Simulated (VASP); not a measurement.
The system is Se.

```xyz
2
Lattice="1.3943 -4.0390 0.0000 1.3943 4.0390 0.0000 0.0000 0.0000 4.6134" Properties=species:S:1:pos:R:3 pbc="T T T"
Se    1.3943   -3.5192    1.1534
Se    1.3943    3.5192    3.4601
```

```yaml
Program: VASP 6.6.1
Task: relaxation of the atoms
Functional: PBE
Potentials_or_basis: VASP PAW PBE potentials, release 64 (Se)
Cutoff: 520 eV
k_mesh: 6 × 6 × 4
Occupations: gaussian, width 0.1 eV
Spin: no spin polarisation
```

At the start: pressure 1.6 GPa; volume 25.98 Å³/atom.

**Question.** How do energy, volume and symmetry change on relaxing?

**Answer.** Over 4 steps the energy falls by 4.5 meV/atom; space group Cmcm (No. 63, to 0.05 Å).

Step by step:
```csv
step,energy change (eV),largest force (eV/Å),pressure (GPa)
1,0.0000,0.3066,1.62
2,-0.0067,0.1481,2.01
3,-0.0090,0.0234,2.37
4,-0.0091,0.0059,2.45
```

Final structure:
```
CELL_PARAMETERS angstrom
1.39427 -4.03900 0.00000
1.39427 4.03900 0.00000
0.00000 0.00000 4.61343
ATOMIC_POSITIONS crystal
Se 0.93952 0.06048 0.25000
Se 0.06048 0.93952 0.75000
```

Caveat: the k points lie up to 0.40 Å⁻¹ apart.
